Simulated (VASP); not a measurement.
Set up this calculation in VASP 6.6.1, as the native input.

* Task: single point
* Functional: LDA
* Potentials or basis: VASP PAW LDA potentials, release 64 (Zr_sv)
* Cutoff: 520 eV
* k mesh: 12 × 12 × 6
* Occupations: methfessel-paxton, width 0.1 eV
* Spin: no spin polarisation
* Dipole correction: no
* Further INCAR settings: ALGO = Normal; EDIFF = 1e-06; NBANDS = 19

The structure of Zr lies in POSCAR:

```
Zr
1.0
    3.1439658570      0.0000000000      0.0000000000
   -1.5719829285      2.7227543008      0.0000000000
    0.0000000000      0.0000000000      5.0894642375
Zr
2
Direct
    0.3333333333      0.6666666667      0.2500000000
    0.6666666667      0.3333333333      0.7500000000
```

These files were run (other wordings do the same):

INCAR

```
SYSTEM = Zr
PREC = Accurate
ENCUT = 520
EDIFF = 1E-6
ISMEAR = 1
SIGMA = 0.1
LREAL = .False.
LASPH = .True.
NELM = 100
ALGO = Normal
ISIF = 2
LWAVE = .False.
LCHARG = .False.
NBANDS = 19
```

KPOINTS

```
regular mesh
0
Gamma
  12 12 6
  0 0 0
```

Potentials or basis: VASP PAW LDA potentials, release 64 (Zr_sv).

Command:

```bash
$ cat potpaw_LDA.64/Zr_sv/POTCAR > POTCAR
$ mpirun -np 1 vasp_std > vasp.out
```

It gave:

```json
{
  "Pressure": "0.1 GPa",
  "Band gap on the k mesh": "zero (band 12 reaches 10.50 eV, above the bottom of band 13 at 9.34 eV)"
}
```

Wall time 48 s on 1 thread of AMD EPYC 9R45 (Zen 5), with other jobs on the host, peak memory 0.14 GiB.
